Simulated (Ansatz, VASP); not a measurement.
## Two plane-wave programs on HfO2

File INCAR:

```
ALGO     = Normal         # electronic algorithm
EDIFF    = 1E-7           # SCF threshold, eV
ENCUT    = 520            # plane-wave cutoff, eV
GGA      = PS             # functional
ISIF     = 2              # what is computed and relaxed
ISMEAR   = 0              # smearing method
LASPH    = True           # aspherical terms in the spheres
LCHARG   = True           # write CHGCAR
LELF     = True           # ELF
LREAL    = False          # projectors in reciprocal space
LVHAR    = True         
LWAVE    = False          # write WAVECAR
NBANDS   = 31             # bands
NELM     = 60             # most SCF steps
PREC     = Accurate       # precision mode
SIGMA    = 0.05           # smearing width, eV
```

Contents of KPOINTS:

```
k-points
0
Gamma
  6 6 6
```

File POSCAR:

```
HfO2
1.0
    0.0000000000     -2.5220673945     -2.5220673945
    0.0000000000      2.5220673945     -2.5220673945
    5.0441347890      0.0000000000      0.0000000000
Hf O
2 4
Direct
    0.0239882567     -0.0239882567      0.0000000000
    0.4760117433      0.5239882567      0.5000000000
   -0.0009542797      0.4990457203      0.7179627911
    0.5009542797      0.0009542797      0.2820372089
   -0.0009542797      0.4990457203      0.2179627911
    0.5009542797      0.0009542797      0.7820372089
```

Input for Ansatz:

```yaml
crystal:
  lattice:
    - [0.0, -2.5220673945, -2.5220673945]
    - [0.0, 2.5220673945, -2.5220673945]
    - [5.044134789, 0.0, 0.0]
  atoms:
    - { symbol: Hf, position: [0.0239882567, -0.0239882567, 0.0] }
    - { symbol: Hf, position: [0.4760117433, 0.5239882567, 0.5] }
    - { symbol: O, position: [-0.0009542797, 0.4990457203, 0.7179627911] }
    - { symbol: O, position: [0.5009542797, 0.0009542797, 0.2820372089] }
    - { symbol: O, position: [-0.0009542797, 0.4990457203, 0.2179627911] }
    - { symbol: O, position: [0.5009542797, 0.0009542797, 0.7820372089] }
basis:
  ecutwfc: 520.0
kpoints:
  mp_grid: { grid: [6, 6, 6] }
hamiltonian:
  xc: pbesol
  pseudopotentials: { kind: paw, azcp: { folder: soft_1 } }
scf:
  occupations: { method: gaussian, width: 0.05 }
output:
  forces: true
  stress: true
  eigenvalues: true
  write_density: true
  write_potential: true
  elf: true
  volumetric_format: npy
```

Change from the starting cell: mode 1 frozen in at -0.162 Å and mode 5 at -0.121 Å (largest displacements).

Alike in both runs: task single point; functional PBEsol; k mesh 6 × 6 × 6; occupations gaussian, width 0.05 eV; no spin polarisation.

|  | VASP | Ansatz |
| --- | --- | --- |
| version | VASP 6.6.1 | Ansatz 0.2.0 |
| potentials or method | VASP PAW PBE potentials, release 64 (Hf_pv, O), cutoff 520 eV | scalar-relativistic, plane waves, PAW |
| valence electrons in the cell | 44 | 76 |

```csv
,VASP,Ansatz,Ansatz less VASP
gap on the k mesh at the Fermi level (eV),4.34,4.33,-0.011
least direct gap on the mesh (eV),4.46,4.44,-0.016
pressure (GPa),0.6,4.2,+3.59
"traceless stress, the component that is largest in VASP (GPa)",5.23,5.20,-0.034
rms of the force components (eV/Å),0.437,0.441,+0.0043
```

VASP's potentials were made for PBE, not for PBEsol, and Ansatz warns of the same on its side. Atom by atom the forces differ by 0.021 eV/Å (rms over components). VASP's potentials hold 44 valence electrons a cell and Ansatz's 76, so a difference there can come from the potentials and not from the codes.

Spin-orbit coupling is off throughout.
